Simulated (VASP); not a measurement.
# AlNi (P4/mmm) in VASP: further runs

The runs below take AlNi through single point, with PBE.

All numbers are computed with VASP 6.6.1; they aren't measurements. Logs are shortened: lines on timing, memory, paths and dates and some standing lists are left out, and cuts for length are marked.

### 1 The cell of the first run

Symmetry: P4/mmm, No. 123, tetragonal system. Conventional cell: a = 2.940 Å, b = 2.940 Å, c = 2.901 Å, α = 90.00°, β = 90.00°, γ = 90.00°. Within 3.3 Å of Al (site symmetry 4/mmm) lie 8 Ni at 2.53 Å and 6 Al at 2.90 to 2.94 Å. Ni (site symmetry 4/mmm) has 8 Al at 2.53 Å and 6 Ni at 2.90 to 2.94 Å within 3.3 Å.

### 2 Single point, PBE (strain +0.0175 x Voigt [1, 1, 0, 0, 0, 0])

The input, INCAR:

```
SYSTEM = AlNi
PREC = Accurate ; ENCUT = 520
EDIFF = 1E-7 ; ISMEAR = 0
SIGMA = 0.15 ; LREAL = .False.
LASPH = .True. ; NELM = 100
ALGO = Fast ; ISIF = 2
LWAVE = .False. ; LCHARG = .True.
GGA = PE ; LELF = .True.
LVHAR = .True. ; NBANDS = 14
```

The input, KPOINTS:

```
Automatic mesh
0
Gamma
  20 20 20
  0 0 0
```

The input, POSCAR:

```
AlNi
1.0
    2.0785589786     -2.0785589786      0.0000000000
    2.0785589786      2.0785589786      0.0000000000
    0.0000000000      0.0000000000      2.9011416498
Al Ni
1 1
Direct
    0.0000000000      0.0000000000      0.0000000000
    0.5000000000      0.5000000000      0.5000000000
```

Potentials or basis: VASP PAW PBE potentials, release 64 (Al, Ni).

On the command line:

```
> cat potpaw_PBE.64/Al/POTCAR potpaw_PBE.64/Ni/POTCAR > POTCAR
> mpirun -np 1 vasp_std > vasp.out
```

OUTCAR:

```text
SYSTEM = AlNi
   PREC = Accurate
   ENCUT = 520
   EDIFF = 1E-7
   ISMEAR = 0
   LREAL = .False.
   LASPH = .True.
   NELM = 100
   ISIF = 2
   GGA = PE

 ion  position               nearest neighbor table
   1  0.000  0.000  0.000-   2 2.53   2 2.53   2 2.53   2 2.53   2 2.53   2 2.53   2 2.53   2 2.53

   2  0.500  0.500  0.500-   1 2.53   1 2.53   1 2.53   1 2.53   1 2.53   1 2.53   1 2.53   1 2.53

  LATTYP: Found a simple tetragonal cell.
 ALAT       =     2.9395262977
 C/A-ratio  =     0.9869418933

  Lattice vectors:

 A1 = (   2.0785589786,  -2.0785589786,   0.0000000000)
 A2 = (   2.0785589786,   2.0785589786,   0.0000000000)
 A3 = (   0.0000000000,   0.0000000000,   2.9011416498)

Analysis of symmetry for initial positions (statically):
=====================================================================
 Subroutine PRICEL returns:
 Original cell was already a primitive cell.

 Routine SETGRP: Setting up the symmetry group for a
 simple tetragonal supercell.

 Subroutine GETGRP returns: Found 16 space group operations
 (whereof 16 operations were pure point group operations)
 out of a pool of 16 trial point group operations.

The static configuration has the point symmetry D_4h.

Analysis of symmetry for dynamics (positions and initial velocities):
=====================================================================
 Subroutine PRICEL returns:
 Original cell was already a primitive cell.

 Routine SETGRP: Setting up the symmetry group for a
 simple tetragonal supercell.

 Subroutine GETGRP returns: Found 16 space group operations
 (whereof 16 operations were pure point group operations)
 out of a pool of 16 trial point group operations.

The dynamic configuration has the point symmetry D_4h.

 Subroutine INISYM returns: Found 16 space group operations
 (whereof 16 operations are pure point group operations),
 and found     1 'primitive' translations

----------------------------------------------------------------------------------------

                                     Primitive cell

  volume of cell :      25.0682

  direct lattice vectors                    reciprocal lattice vectors
     2.078558979 -2.078558979  0.000000000     0.240551269 -0.240551269  0.000000000
     2.078558979  2.078558979  0.000000000     0.240551269  0.240551269  0.000000000
     0.000000000  0.000000000  2.901141650     0.000000000  0.000000000  0.344691891

  length of vectors
     2.939526298  2.939526298  2.901141650     0.340190867  0.340190867  0.344691891

  position of ions in fractional coordinates (direct lattice)
     0.000000000  0.000000000  0.000000000
     0.500000000  0.500000000  0.500000000
[... 91 lines left out ...]
   EFERMI =   0.00;   METHOD = LEGACY
   ISMEAR =     0;   SIGMA  =   0.15  broadening in eV -4-tet -1-fermi 0-gaus
   EFERMI_NEDOS =   21; number of points for ismear=-14 and -15
   IALGO  =     68    algorithm
   IMIX   =      4    mixing-type and parameters
     AMIX     =   0.40;   BMIX     =  1.00
     AMIX_MAG =   1.60;   BMIX_MAG =  1.00
  volume/ion in A,a.u.               =      12.53        84.58
  Fermi-wavevector in a.u.,A,eV,Ry     =   1.315269  2.485499 23.537178  1.729934
  Thomas-Fermi vector in A             =   2.445464
   LORBIT       =      0    0 simple, 1 ext, 2 COOP (PROOUT), +10 PAW based schemes
   GGA     = PE    functional components
   LHFCALC =     F    Hartree Fock is set to
   AEXX    =    0.0000 exact exchange contribution
   IVDW    =     0    specifies the selected vdW correction
   LEPSILON=     F    determine dielectric tensor
   LRPA    =     F    only Hartree local field effects (RPA)
 non-spin polarized calculation
 RMM-DIIS sequential band-by-band and
 Gauss-broadening in eV      SIGMA  =   0.15
  energy-cutoff  :      520.00
  volume of cell :       25.07
 maximum number of plane-waves:       703
 NGX is ok and might be reduce to    24
   NGX = 11   NGY = 11   NGZ = 11

 number of electron      12.9999998 magnetization

 Free energy of the ion-electron system (eV)
  ---------------------------------------------------
  ext. energy  EPLUGINS =         0.00000000
  ---------------------------------------------------
  free energy    TOTEN  =       -10.52860274 eV

  energy without entropy =      -10.51825864  energy(sigma->0) =      -10.52343069

 E-fermi :   9.4152     XC(G=0): -11.8235

 val. band max:        9.4149516960   @ k =   0.4500   0.2500   0.4000
 cond. band min:       9.4189958601   @ k =   0.3500   0.2000   0.1000
 fundamental gap:      0.0040441642
 Fermi energy:         9.4151752784

 k-point     1 :       0.0000    0.0000    0.0000
  band No.  band energies     occupation
      1      -1.3823      2.00000
      2       6.4051      2.00000
      3       6.4140      2.00000
      4       7.9480      2.00000
      5       7.9816      2.00000
      6       7.9816      2.00000
      7      14.5686      0.00000
      8      14.5686      0.00000
      9      15.0244      0.00000
     10      17.3364      0.00000
     11      17.4336      0.00000
     12      22.3392      0.00000
     13      29.6069      0.00000
     14      29.9002      0.00000
[... 377 lines left out ...]
      1      -0.5086      2.00000
      2       6.2735      2.00000
      3       6.5482      2.00000
      4       7.5970      2.00000
      5       7.7514      2.00000
      6       7.9470      2.00000
      7      11.1089      0.00000
      8      13.8656      0.00000
      9      16.1212      0.00000
     10      18.4149      0.00000
     11      21.0265      0.00000
     12      23.7748      0.00000
     13      25.2794      0.00000
     14      25.9390      0.00000

 [... further k-points ...]

------------------------ aborting loop because EDIFF is reached ----------------------------------------

  FORCE on cell =-STRESS in cart. coord.  units (eV):
  Direction    XX          YY          ZZ          XY          YZ          ZX
  --------------------------------------------------------------------------------------
  -------------------------------------------------------------------------------------
  Total       -0.8646637     -0.8646637     -0.7265196      0.0000000      0.0000000     -0.0000000
  in kB      -55.2629611    -55.2629611    -46.4338062      0.0000000      0.0000000     -0.0000000
  external PRESSURE =     -52.3199095 kB  Pullay stress =       0.0000000 kB

 VOLUME and BASIS-vectors are now :
 -----------------------------------------------------------------------------
  energy-cutoff  :      520.00
  volume of cell :       25.07
      direct lattice vectors                 reciprocal lattice vectors
     2.078558979 -2.078558979  0.000000000     0.240551269 -0.240551269  0.000000000
     2.078558979  2.078558979  0.000000000     0.240551269  0.240551269  0.000000000
     0.000000000  0.000000000  2.901141650     0.000000000  0.000000000  0.344691891

 POSITION                                       TOTAL-FORCE (eV/Angst)
 -----------------------------------------------------------------------------------
      0.00000      0.00000      0.00000         0.000000      0.000000      0.000000
      2.07856      0.00000      1.45057         0.000000      0.000000      0.000000
 -----------------------------------------------------------------------------------
    total drift:                                0.000000     -0.000000     -0.000000

  FREE ENERGIE OF THE ION-ELECTRON SYSTEM (eV)
  ---------------------------------------------------
  free  energy   TOTEN  =       -10.5286027367 eV

  energy  without entropy=      -10.5182586433  energy(sigma->0) =      -10.52343069
```

Wall time 1.9 min (1 thread of Intel Xeon Platinum 8488C (Sapphire Rapids), shared host); peak memory 0.36 GiB.

What came out:

```yaml
Free_energy: -10.5286 eV
Pressure: -5.2 GPa
```

Levels at points of the mesh, in eV from the Fermi level:
| k point | band 3 | band 4 | band 5 | band 6 | band 7 | band 8 | band 9 | band 10 | band 11 | band 12 |
| --- | --- | --- | --- | --- | --- | --- | --- | --- | --- | --- |
| (0.00, 0.00, 0.00) | -3.00 | -1.47 | -1.43 | -1.43 | 5.15 | 5.15 | 5.61 | 7.92 | 8.02 | 12.92 |
| (0.50, 0.00, 0.00) | -2.57 | -2.13 | -2.06 | -1.36 | -0.65 | 8.21 | 9.63 | 10.06 | 10.26 | 10.63 |
| (0.50, 0.50, 0.00) | -2.81 | -2.81 | -1.90 | -1.90 | -0.97 | 1.32 | 2.18 | 11.97 | 14.95 | 14.95 |
| (0.00, 0.00, 0.50) | -2.55 | -2.13 | -2.13 | -1.38 | -0.56 | 8.22 | 9.68 | 9.68 | 10.39 | 10.39 |
| (0.50, 0.00, 0.50) | -2.76 | -2.69 | -1.96 | -1.95 | -0.94 | 1.44 | 2.28 | 11.66 | 14.61 | 14.74 |
| (0.50, 0.50, 0.50) | -3.86 | -0.94 | -0.91 | 2.04 | 2.04 | 2.06 | 3.28 | 4.15 | 4.29 | 4.29 |

Caveat: the cell differs from its parent crystal (strain +0.0175 x Voigt [1, 1, 0, 0, 0, 0]).

### 3 Single point, PBE (strain +0.0200 x Voigt [1, 1, 0, 0, 0, 0])

The input, INCAR:

```
PREC = Accurate
ENCUT = 520
EDIFF = 1E-7
ISMEAR = 0
SIGMA = 0.15
LREAL = False
LASPH = True
NELM = 60
ALGO = Fast
ISIF = 2
LWAVE = False
LCHARG = True
GGA = PE
LELF = True
LVHAR = True
NBANDS = 14
```

The input, KPOINTS:

```
Automatic mesh
0
Gamma
  20 20 20
```

The input, POSCAR:

```
AlNi
1.0
    2.0836660031     -2.0836660031      0.0000000000
    2.0836660031      2.0836660031      0.0000000000
    0.0000000000      0.0000000000      2.9011416498
Al Ni
1 1
Direct
    0.0000000000      0.0000000000      0.0000000000
    0.5000000000      0.5000000000      0.5000000000
```

Potentials or basis: VASP PAW PBE potentials, release 64 (Al, Ni).

On the command line:

```
> cat potpaw_PBE.64/Al/POTCAR potpaw_PBE.64/Ni/POTCAR > POTCAR
> mpirun -np 1 vasp_std > vasp.out
```

Run time: 2.8 min. Hardware: 1 thread of Intel Xeon Platinum 8259CL at 2.50GHz (Skylake/Cascade Lake), shared host; peak memory 0.36 GiB.

It converged, with:

```
Free energy : -10.5242 eV
Pressure    : -5.9 GPa
```

Stress tensor (GPa, compression positive):
```
-6.23  0.00  0.00
 0.00 -6.23  0.00
 0.00  0.00 -5.19
```

Levels at points of the mesh, in eV from the Fermi level:
| k point | band 4 | band 5 | band 6 | band 7 | band 8 | band 9 | band 10 | band 11 |
| --- | --- | --- | --- | --- | --- | --- | --- | --- |
| (0.00, 0.00, 0.00) | -1.46 | -1.42 | -1.42 | 5.11 | 5.11 | 5.65 | 7.90 | 8.01 |
| (0.50, 0.00, 0.00) | -2.12 | -2.04 | -1.35 | -0.65 | 8.21 | 9.58 | 10.09 | 10.18 |
| (0.50, 0.50, 0.00) | -2.81 | -1.88 | -1.88 | -0.97 | 1.30 | 2.14 | 11.95 | 14.95 |
| (0.00, 0.00, 0.50) | -2.12 | -2.12 | -1.37 | -0.54 | 8.22 | 9.64 | 9.64 | 10.34 |
| (0.50, 0.00, 0.50) | -2.67 | -1.95 | -1.94 | -0.94 | 1.44 | 2.27 | 11.59 | 14.54 |
| (0.50, 0.50, 0.50) | -0.94 | -0.90 | 2.04 | 2.04 | 2.07 | 3.24 | 4.12 | 4.28 |

Caveat: the cell differs from its parent crystal (strain +0.0200 x Voigt [1, 1, 0, 0, 0, 0]).
